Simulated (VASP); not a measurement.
Here is a VASP 6.6.1 calculation.

POSCAR

```
NaCl
1.0
    0.0326518274      2.8027319622      2.8027319622
    2.8027319622      0.0326518274      2.8027319622
    2.8353837895      2.8353837895     -0.0000000001
Na Cl
1 1
Direct
    0.0000000000      0.0000000000      0.0000000000
    0.5000000000      0.5000000000      0.5000000000
```

The input INCAR.step1:

```
PREC = Accurate
ENCUT = 520
ISMEAR = 0
SIGMA = 0.01
LREAL = F
LASPH = T
NELM = 100
NBANDS = 14
GGA = PE
ALGO = Normal
EDIFF = 1E-4
LWAVE = T
LCHARG = F
```

The input INCAR.step2:

```
PREC = Accurate
ENCUT = 520
EDIFF = 1E-6
ISMEAR = 0
SIGMA = 0.01
LREAL = F
LASPH = T
NELM = 100
ALGO = Normal
ISIF = 2
LWAVE = F
LCHARG = T
METAGGA = R2SCAN
LMIXTAU = T
LELF = T
LVHAR = T
NBANDS = 14
ISTART = 1
```

KPOINTS

```
regular mesh
0
Gamma
  8 8 8
```

Potentials or basis: VASP PAW PBE potentials, release 64 (Na_pv, Cl).

Run with:

```bash
$ cat potpaw_PBE.64/Na_pv/POTCAR potpaw_PBE.64/Cl/POTCAR > POTCAR
$ cp INCAR.step1 INCAR
$ mpirun -np 1 vasp_std > vasp.out
$ cp INCAR.step2 INCAR
$ mpirun -np 1 vasp_std > vasp.out
```

**Question.** What does it give for the band gap on the k mesh?

**Answer.** 5.95 eV.

**Question.** What does it give for the pressure?

**Answer.** -0.1 GPa.

Stress tensor (GPa, compression positive):
```
-0.14 -0.37  0.00
-0.37 -0.14  0.00
 0.00  0.00 -0.16
```

Caveat: the cell differs from its parent crystal (shear xy strain +2.3%); the PAW data sets were made with another functional, which shifts forces and pressure a little. A k mesh can miss the band edges.
